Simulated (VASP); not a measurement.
# Hf (P6_3/mmc) in VASP: further runs

Hf is run at these levels: r2SCAN; tasks: single point, relaxation of volume and atoms at fixed shape.

Everything below comes from runs of VASP 6.6.1. Logs are shortened: lines on timing, memory, paths and dates and some standing lists are left out, and cuts for length are marked.

**1. The cell of the first run**

It takes space group P6_3/mmc (No. 194, hexagonal). Conventional cell: a = 3.196 Å, b = 3.196 Å, c = 5.057 Å, α = 90.00°, β = 90.00°, γ = 120.00°. Within 4.1 Å of Hf (site symmetry -6m2) lie 12 Hf at 3.13 to 3.20 Å.

**2. Single point, r2SCAN**

The input, POSCAR:

```
Hf
1.0
    3.1961810906      0.0000000000      0.0000000000
   -1.5980905453      2.7679740196      0.0000000000
    0.0000000000      0.0000000000      5.0569789846
Hf
2
Direct
    0.3333333333      0.6666666667      0.2500000000
    0.6666666667      0.3333333333      0.7500000000
```

The input, INCAR.step1:

```
SYSTEM = Hf
  ALGO = Normal
  EDIFF = 1E-4
  ENCUT = 520
  GGA = PE
  ISMEAR = -1
  LASPH = .TRUE.
  LCHARG = .FALSE.
  LREAL = .FALSE.
  LWAVE = .TRUE.
  NBANDS = 17
  NELM = 60
  PREC = Accurate
  SIGMA = 0.05
```

The input, INCAR.step2:

```
SYSTEM = Hf
  ALGO = Normal
  EDIFF = 1E-7
  ENCUT = 520
  ISIF = 2
  ISMEAR = -1
  ISTART = 1
  LASPH = .TRUE.
  LCHARG = .FALSE.
  LMIXTAU = .TRUE.
  LREAL = .FALSE.
  LWAVE = .FALSE.
  METAGGA = R2SCAN
  NBANDS = 17
  NELM = 60
  PREC = Accurate
  SIGMA = 0.05
```

The input, KPOINTS:

```
k-points
0
G
  7 7 4
  0 0 0
```

Potentials or basis: VASP PAW PBE potentials, release 64 (Hf_pv).

Started as:

```
> cat potpaw_PBE.64/Hf_pv/POTCAR > POTCAR
> cp INCAR.step1 INCAR
> mpirun -np 1 vasp_std > vasp.out
> cp INCAR.step2 INCAR
> mpirun -np 1 vasp_std > vasp.out
```

OUTCAR:

```text
SYSTEM = Hf
   EDIFF = 1E-7
   ENCUT = 520
   ISIF = 2
   ISMEAR = -1
   ISTART = 1
   LASPH = .TRUE.
   LREAL = .FALSE.
   METAGGA = R2SCAN
   NELM = 60
   PREC = Accurate

 ion  position               nearest neighbor table
   1  0.333  0.667  0.250-   2 3.13   2 3.13   2 3.13   2 3.13   2 3.13   2 3.13
   2  0.667  0.333  0.750-   1 3.13   1 3.13   1 3.13   1 3.13   1 3.13   1 3.13

  LATTYP: Found a hexagonal cell.
 ALAT       =     3.1961810906
 C/A-ratio  =     1.5821941377

  Lattice vectors:

 A1 = (   3.1961810906,   0.0000000000,   0.0000000000)
 A2 = (  -1.5980905453,   2.7679740196,   0.0000000000)
 A3 = (   0.0000000000,   0.0000000000,   5.0569789846)

Analysis of symmetry for initial positions (statically):
=====================================================================
 Subroutine PRICEL returns:
 Original cell was already a primitive cell.

 Routine SETGRP: Setting up the symmetry group for a
 hexagonal supercell.

 Subroutine GETGRP returns: Found 24 space group operations
 (whereof 12 operations were pure point group operations)
 out of a pool of 24 trial point group operations.

The static configuration has the point symmetry D_3d.
 The point group associated with its full space group is D_6h.

Analysis of symmetry for dynamics (positions and initial velocities):
=====================================================================
 Subroutine PRICEL returns:
 Original cell was already a primitive cell.

 Routine SETGRP: Setting up the symmetry group for a
 hexagonal supercell.

 Subroutine GETGRP returns: Found 24 space group operations
 (whereof 12 operations were pure point group operations)
 out of a pool of 24 trial point group operations.

The dynamic configuration has the point symmetry D_3d.
 The point group associated with its full space group is D_6h.

 Subroutine INISYM returns: Found 24 space group operations
 (whereof 12 operations are pure point group operations),
 and found     1 'primitive' translations

----------------------------------------------------------------------------------------

                                     Primitive cell

  volume of cell :      44.7388

  direct lattice vectors                    reciprocal lattice vectors
     3.196181091  0.000000000  0.000000000     0.312873386  0.180637534  0.000000000
    -1.598090545  2.767974020  0.000000000     0.000000000  0.361275067  0.000000000
     0.000000000  0.000000000  5.056978985     0.000000000  0.000000000  0.197746521

  length of vectors
     3.196181091  3.196181091  5.056978985     0.361275067  0.361275067  0.197746521

  position of ions in fractional coordinates (direct lattice)
     0.333333333  0.666666667  0.250000000
     0.666666667  0.333333333  0.750000000

  ion indices of the primitive-cell ions
   primitive index   ion index
                 1           1
                 2           2

----------------------------------------------------------------------------------------

 KPOINTS: k-points

Automatic generation of k-mesh.
 Grid dimensions read from file:
 generate k-points for:    7    7    4

 Generating k-lattice:

  Cartesian coordinates                     Fractional coordinates (reciprocal lattice)
     0.044696198  0.025805362  0.000000000     0.142857143  0.000000000  0.000000000
     0.000000000  0.051610724  0.000000000     0.000000000  0.142857143  0.000000000
     0.000000000  0.000000000  0.049436630     0.000000000  0.000000000  0.250000000

  Length of vectors
     0.051610724  0.051610724  0.049436630

  Shift w.r.t. Gamma in fractional coordinates (k-lattice)
     0.000000000  0.000000000  0.000000000

 Subroutine IBZKPT returns following result:
 ===========================================

 Found     24 irreducible k-points:

 Following reciprocal coordinates:
            Coordinates               Weight
  0.000000  0.000000  0.000000      1.000000
  0.142857  0.000000  0.000000      6.000000
  0.285714  0.000000  0.000000      6.000000
  0.428571  0.000000  0.000000      6.000000
  0.142857  0.142857  0.000000      6.000000
  0.285714  0.142857  0.000000     12.000000
[... 16 lines left out ...]
  0.428571  0.142857  0.500000      6.000000
  0.285714  0.285714  0.500000      6.000000
   k-points           NKPTS =     24   k-points in BZ     NKDIM =     24   number of bands    NBANDS=     17
   number of dos      NEDOS =    301   number of ions     NIONS =      2
   total plane-waves  NPLWV =  23040
   dimension x,y,z NGX =    24 NGY =   24 NGZ =   40
   dimension x,y,z NGXF=    48 NGYF=   48 NGZF=   80
   ions per type =               2
   NGX,Y,Z   is equivalent  to a cutoff of  12.48, 12.48, 13.15 a.u.
   NGXF,Y,Z  is equivalent  to a cutoff of  24.97, 24.97, 26.30 a.u.
 SYSTEM =  Hf
   PREC   = accura    normal or accurate (medium, high low for compatibility)
   ISTART =      1    job   : 0-new  1-cont  2-samecut
   ICHARG =      0    charge: 1-file 2-atom 10-const
   ISPIN  =      1    spin polarized calculation?
   LNONCOLLINEAR =      F non collinear calculations
   LSORBIT =      F    spin-orbit coupling
   LASPH  =      T    aspherical Exc in radial PAW
   ENCUT  =  520.0 eV  38.22 Ry    6.18 a.u.   5.94  5.94  9.40*2*pi/ulx,y,z
   NELM   =     60;   NELMIN=  2; NELMDL=  0     # of ELM steps
   EDIFF  = 0.1E-06   stopping-criterion for ELM
   LREAL  =      F    real-space projection
   EDIFFG = 0.1E-05   stopping-criterion for IOM
   NSW    =      0    number of steps for IOM
   IBRION =     -1    ionic relax: 0-MD 1-quasi-New 2-CG
   NFREE  =      0    steps in history (QN), initial steepest desc. (CG)
   ISIF   =      2    stress and relaxation
   ISYM   =      2    0-nonsym 1-usesym 2-fastsym
   POTIM  = 0.5000    time-step for ionic-motion
   TEBEG  =    0.0;   TEEND  =   0.0 temperature during run
   PSTRESS=    0.0 pullay stress
   NELECT =      20.0000    total number of electrons
   NUPDOWN=      -1.0000    fix difference up-down
   EMIN   =  10.00;   EMAX   =-10.00  energy-range for DOS
   EFERMI =   0.00;   METHOD = LEGACY
   ISMEAR =    -1;   SIGMA  =   0.05  broadening in eV -4-tet -1-fermi 0-gaus
   EFERMI_NEDOS =   21; number of points for ismear=-14 and -15
   IALGO  =     38    algorithm
   IMIX   =      4    mixing-type and parameters
     AMIX     =   0.40;   BMIX     =  1.00
     AMIX_MAG =   1.60;   BMIX_MAG =  1.00
  volume/ion in A,a.u.               =      22.37       150.96
  Fermi-wavevector in a.u.,A,eV,Ry     =   1.251766  2.365496 21.319232  1.566919
  Thomas-Fermi vector in A             =   2.385698
   LORBIT       =      0    0 simple, 1 ext, 2 COOP (PROOUT), +10 PAW based schemes
   METAGGA = R2SCAN    functional components
   LHFCALC =     F    Hartree Fock is set to
   AEXX    =    0.0000 exact exchange contribution
   IVDW    =     0    specifies the selected vdW correction
   LEPSILON=     F    determine dielectric tensor
   LRPA    =     F    only Hartree local field effects (RPA)
 non-spin polarized calculation
  energy-cutoff  :      520.00
  volume of cell :       44.74
 maximum number of plane-waves:      1218
 NGX is ok and might be reduce to    24
   NGX = 11   NGY = 11   NGZ = 19

 number of electron      20.0000004 magnetization

 Free energy of the ion-electron system (eV)
  ---------------------------------------------------
  ext. energy  EPLUGINS =         0.00000000
  ---------------------------------------------------
  free energy    TOTEN  =       -90.31122041 eV

  energy without entropy =      -90.30133716  energy(sigma->0) =      -90.30627879

 E-fermi :   4.8926     XC(G=0): -12.1530

 val. band max:        4.8351185803   @ k =   0.2857   0.2857   0.2500
 cond. band min:       4.9899976538   @ k =   0.0000   0.0000   0.5000
 fundamental gap:      0.1548790736
 Fermi energy:         4.8925926962

 k-point     1 :       0.0000    0.0000    0.0000
  band No.  band energies     occupation
      1     -27.4060      2.00000
      2     -26.6504      2.00000
      3     -26.6504      2.00000
      4     -26.5216      2.00000
      5     -26.5216      2.00000
      6     -26.5117      2.00000
[... 9 lines left out ...]
     16       7.7663      0.00000
     17      10.4971      0.00000

 k-point     2 :       0.1429    0.0000    0.0000
  band No.  band energies     occupation
      1     -27.3523      2.00000
      2     -26.7616      2.00000
      3     -26.6870      2.00000
      4     -26.6372      2.00000
      5     -26.5367      2.00000
      6     -26.5365      2.00000
[... 9 lines left out ...]
     16       7.5941      0.00000
     17      10.9051      0.00000

 k-point     3 :       0.2857    0.0000    0.0000
  band No.  band energies     occupation
      1     -27.2128      2.00000
      2     -27.0124      2.00000
      3     -26.8809      2.00000
      4     -26.7640      2.00000
      5     -26.6105      2.00000
      6     -26.5749      2.00000
[... 9 lines left out ...]
     16       9.1218      0.00000
     17      11.4186      0.00000

 k-point     4 :       0.4286    0.0000    0.0000
  band No.  band energies     occupation
      1     -27.2124      2.00000
      2     -27.0632      2.00000
      3     -27.0577      2.00000
      4     -26.8225      2.00000
      5     -26.7127      2.00000
      6     -26.6077      2.00000
[... 9 lines left out ...]
     16      10.9822      0.00000
     17      11.6378      0.00000

 k-point     5 :       0.1429    0.1429    0.0000
  band No.  band energies     occupation
      1     -27.2552      2.00000
      2     -26.8996      2.00000
      3     -26.8665      2.00000
      4     -26.7084      2.00000
      5     -26.5918      2.00000
      6     -26.5864      2.00000
[... 9 lines left out ...]
     16       8.9050      0.00000
     17      11.1115      0.00000

 k-point     6 :       0.2857    0.1429    0.0000
  band No.  band energies     occupation
      1     -27.1105      2.00000
      2     -27.1003      2.00000
      3     -27.0114      2.00000
      4     -26.8263      2.00000
      5     -26.6819      2.00000
      6     -26.6590      2.00000
[... 9 lines left out ...]
     16      10.9201      0.00000
     17      11.2611      0.00000

 k-point     7 :       0.4286    0.1429    0.0000
  band No.  band energies     occupation
      1     -27.2082      2.00000
      2     -27.0587      2.00000
      3     -26.9938      2.00000
      4     -26.8905      2.00000
      5     -26.7617      2.00000
      6     -26.6862      2.00000
[... 9 lines left out ...]
     16      11.3011      0.00000
     17      12.0856      0.00000

 k-point     8 :       0.2857    0.2857    0.0000
  band No.  band energies     occupation
      1     -27.1359      2.00000
      2     -27.0367      2.00000
      3     -26.9561      2.00000
      4     -26.9390      2.00000
      5     -26.7984      2.00000
      6     -26.7928      2.00000
[... 9 lines left out ...]
     16      10.9945      0.00000
     17      11.7809      0.00000
[... 203 lines left out ...]
      1     -27.1351      2.00000
      2     -27.1351      2.00000
      3     -26.7248      2.00000
      4     -26.7248      2.00000
      5     -26.6703      2.00000
      6     -26.6703      2.00000
[... 9 lines left out ...]
     16       9.9884      0.00000
     17      10.2360      0.00000

 k-point    20 :       0.4286    0.0000    0.5000
  band No.  band energies     occupation
      1     -27.2869      2.00000
      2     -27.2869      2.00000
      3     -26.7302      2.00000
      4     -26.7302      2.00000
      5     -26.7162      2.00000
      6     -26.7162      2.00000
[... 9 lines left out ...]
     16      10.9072      0.00000
     17      11.0504      0.00000

 k-point    21 :       0.1429    0.1429    0.5000
  band No.  band energies     occupation
      1     -27.0803      2.00000
      2     -27.0803      2.00000
      3     -26.7256      2.00000
      4     -26.7256      2.00000
      5     -26.6530      2.00000
      6     -26.6530      2.00000
[... 9 lines left out ...]
     16       9.6641      0.00000
     17      10.4600      0.00000

 k-point    22 :       0.2857    0.1429    0.5000
  band No.  band energies     occupation
      1     -27.2125      2.00000
      2     -27.2125      2.00000
      3     -26.8056      2.00000
      4     -26.8056      2.00000
      5     -26.6734      2.00000
      6     -26.6734      2.00000
[... 9 lines left out ...]
     16      10.4328      0.00000
     17      11.2831      0.00000

 k-point    23 :       0.4286    0.1429    0.5000
  band No.  band energies     occupation
      1     -27.2774      2.00000
      2     -27.2774      2.00000
      3     -26.8430      2.00000
      4     -26.8430      2.00000
      5     -26.6726      2.00000
      6     -26.6726      2.00000
[... 9 lines left out ...]
     16      10.7091      0.00000
     17      12.2906      0.00000

 k-point    24 :       0.2857    0.2857    0.5000
  band No.  band energies     occupation
      1     -27.2189      2.00000
      2     -27.2189      2.00000
      3     -26.9455      2.00000
      4     -26.9455      2.00000
      5     -26.6579      2.00000
      6     -26.6579      2.00000
[... 9 lines left out ...]
     16      10.4985      0.00000
     17      12.9858      0.00000

------------------------ aborting loop because EDIFF is reached ----------------------------------------

  FORCE on cell =-STRESS in cart. coord.  units (eV):
  Direction    XX          YY          ZZ          XY          YZ          ZX
  --------------------------------------------------------------------------------------
  -------------------------------------------------------------------------------------
  Total       -0.2526844     -0.2526844     -0.0027901      0.0000000      0.0000000      0.0000000
  in kB       -9.0490793     -9.0490793     -0.0999192      0.0000000      0.0000000      0.0000000
  external PRESSURE =      -6.0660259 kB  Pullay stress =       0.0000000 kB

 VOLUME and BASIS-vectors are now :
 -----------------------------------------------------------------------------
  energy-cutoff  :      520.00
  volume of cell :       44.74
      direct lattice vectors                 reciprocal lattice vectors
     3.196181091  0.000000000  0.000000000     0.312873386  0.180637534  0.000000000
    -1.598090545  2.767974020  0.000000000     0.000000000  0.361275067  0.000000000
     0.000000000  0.000000000  5.056978985     0.000000000  0.000000000  0.197746521

 POSITION                                       TOTAL-FORCE (eV/Angst)
 -----------------------------------------------------------------------------------
     -0.00000      1.84532      1.26424        -0.000000      0.000000      0.000000
      1.59809      0.92266      3.79273         0.000000     -0.000000      0.000000
 -----------------------------------------------------------------------------------
    total drift:                               -0.000000      0.000000     -0.000000

  FREE ENERGIE OF THE ION-ELECTRON SYSTEM (eV)
  ---------------------------------------------------
  free  energy   TOTEN  =       -90.3112204074 eV

  energy  without entropy=      -90.3013371637  energy(sigma->0) =      -90.30627879
```

Wall time 36 s (1 thread of Intel Xeon 6975P-C (Granite Rapids), shared host); peak memory 0.17 GiB.

What came out:

```yaml
Free_energy: -90.3112 eV
Pressure: -0.6 GPa
Band_gap_on_the_k_mesh: zero (bands 10 and 11 overlap by 1.66 eV)
```

Caveat: the PAW data sets were made with another functional, which shifts forces and pressure a little; spin-orbit coupling is left out, which moves the levels of the heavy elements.

**3. Relaxation of volume and atoms at fixed shape, r2SCAN**

The input, POSCAR:

```
Hf
1.0
    3.1967000000      0.0000000000      0.0000000000
   -1.5983500000      2.7684234083      0.0000000000
    0.0000000000      0.0000000000      5.0578000000
Hf
2
Direct
    0.3333333333      0.6666666667      0.2500000000
    0.6666666667      0.3333333333      0.7500000000
```

The input, INCAR.step1:

```
SYSTEM = Hf
  ALGO = Normal
  EDIFF = 1E-4
  ENCUT = 600
  GGA = PE
  ISMEAR = -1
  LASPH = .True.
  LCHARG = .False.
  LREAL = .False.
  LWAVE = .True.
  NELM = 100
  PREC = Accurate
  SIGMA = 0.05
```

The input, INCAR.step2:

```
SYSTEM = Hf
  ALGO = Normal
  EDIFF = 1E-6
  EDIFFG = -0.03
  ENCUT = 600
  IBRION = 2
  ISIF = 8
  ISMEAR = -1
  ISTART = 1
  LASPH = .True.
  LCHARG = .False.
  LMIXTAU = .True.
  LREAL = .False.
  LWAVE = .False.
  METAGGA = R2SCAN
  NELM = 100
  NSW = 80
  PREC = Accurate
  SIGMA = 0.05
```

The input, KPOINTS:

```
k-points
0
Gamma
  7 7 4
  0 0 0
```

Potentials or basis: VASP PAW PBE potentials, release 64 (Hf_pv).

Started as:

```
> cat potpaw_PBE.64/Hf_pv/POTCAR > POTCAR
> cp INCAR.step1 INCAR
> mpirun -np 1 vasp_std > vasp.out
> cp INCAR.step2 INCAR
> mpirun -np 1 vasp_std > vasp.out
```

Wall time 91 s (1 thread of Intel Xeon 6975P-C (Granite Rapids), shared host); peak memory 0.19 GiB.

The run converged. Its results:

* Free energy: -90.3118 eV
* Relaxed volume: 22.25 Å³/atom
* Relaxed cell: a = 3.191 Å, b = 3.191 Å, c = 5.048 Å, α = 90.00°, β = 90.00°, γ = 120.00°
* Space group after relaxing (to 0.1 Å): P6_3/mmc (No. 194)
* Energy gained by relaxing: 0.3 meV/atom
* Ionic steps: 3
* Pressure after relaxing: 0.0 GPa
* Band gap on the k mesh: zero (bands 10 and 11 overlap by 1.66 eV)

Stress tensor (GPa, compression positive):
```
-0.33  0.00  0.00
 0.00 -0.33  0.00
 0.00  0.00  0.63
```

The path:
| step | energy change (eV) | largest force (eV/Å) | pressure (GPa) | volume (Å³) |
| --- | --- | --- | --- | --- |
| 1 | 0.0000 | 0.0000 | -0.68 | 44.76 |
| 2 | 0.0005 | 0.0000 | 0.92 | 44.15 |
| 3 | -0.0006 | 0.0000 | -0.01 | 44.50 |

Final structure:
```
CELL_PARAMETERS angstrom
3.19052 0.00000 0.00000
-1.59526 2.76307 0.00000
0.00000 0.00000 5.04803
ATOMIC_POSITIONS crystal
Hf 0.33333 0.66667 0.25000
Hf 0.66667 0.33333 0.75000
```

Levels at points of the mesh, in eV from the Fermi level:
```tsv
k point	band 7	band 8	band 9	band 10	band 11	band 12	band 13	band 14
(0.00, 0.00, 0.00)	-7.83	-3.92	0.36	1.27	1.27	1.58	2.15	2.15
(0.00, 0.00, 0.50)	-5.76	-5.76	0.09	0.09	1.17	1.17	1.17	1.17
```

Caveat: the PAW data sets were made with another functional, which shifts forces and pressure a little; spin-orbit coupling is left out, which moves the levels of the heavy elements.
